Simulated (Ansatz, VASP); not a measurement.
**Au: VASP beside Ansatz**

File POSCAR:

```
Au
1.0
    0.0000000000      2.0615246536      2.0615246536
    2.0615246536      0.0000000000      2.0615246536
    2.0615246536      2.0615246536      0.0000000000
Au
1
Direct
    0.0000000000      0.0000000000      0.0000000000
```

INCAR.step1

```
PREC = Accurate
ENCUT = 520
ISMEAR = -1
SIGMA = 0.1
LREAL = F
LASPH = T
NELM = 100
NBANDS = 12
GGA = PE
ALGO = Normal
EDIFF = 1E-4
LWAVE = T
LCHARG = F
```

INCAR.step2

```
PREC = Accurate
ENCUT = 520
EDIFF = 1E-7
ISMEAR = -1
SIGMA = 0.1
LREAL = F
LASPH = T
NELM = 100
ALGO = Normal
ISIF = 2
LWAVE = F
LCHARG = F
METAGGA = R2SCAN
LMIXTAU = T
NBANDS = 12
ISTART = 1
```

KPOINTS

```
Automatic mesh
0
Gamma
  14 14 14
```

Input for Ansatz:

```yaml
crystal:
  lattice:
    - [0.0, 2.0615246536, 2.0615246536]
    - [2.0615246536, 0.0, 2.0615246536]
    - [2.0615246536, 2.0615246536, 0.0]
  atoms:
    - { symbol: Au, position: [0.0, 0.0, 0.0] }
hamiltonian:
  xc: r2scan
  pseudopotentials:
    kind: paw
    azcp:
      Au: "pseudopotentials/Au.paw.azcp"
basis:
  ecutwfc: 500
  fft_grid_basis: typed
kpoints:
  mp_grid: { grid: [14, 14, 14], shift: [0, 0, 0] }
magnetization:
  spin_polarized: false
scf:
  occupations: { method: fermi_dirac, width: 0.1 }
  lower_state_search: "off"
output:
  stress: true
```

Alike in both runs: task single point; functional r2SCAN; k mesh 14 × 14 × 14; occupations fermi-dirac, width 0.1 eV; no spin polarisation.

```csv
,VASP,Ansatz
version,VASP 6.6.1,Ansatz 0.2.0
potentials or method,"VASP PAW PBE potentials, release 64 (Au), cutoff 520 eV","plane waves (500 eV) with PAW, scalar-relativistic"
valence electrons in the cell,11,19
```

Ansatz gave:

- pressure (GPa): 0.2

What did VASP give for the same quantities?

Pressure (GPa): 0.4.

VASP's potentials were made for PBE, not for r2SCAN. With one functional, cell and mesh, what is left measures potentials, basis and numerics. VASP's potentials hold 11 valence electrons a cell and Ansatz's 19, so a difference there can come from the potentials and not from the codes.

Neither program's run includes spin-orbit coupling.
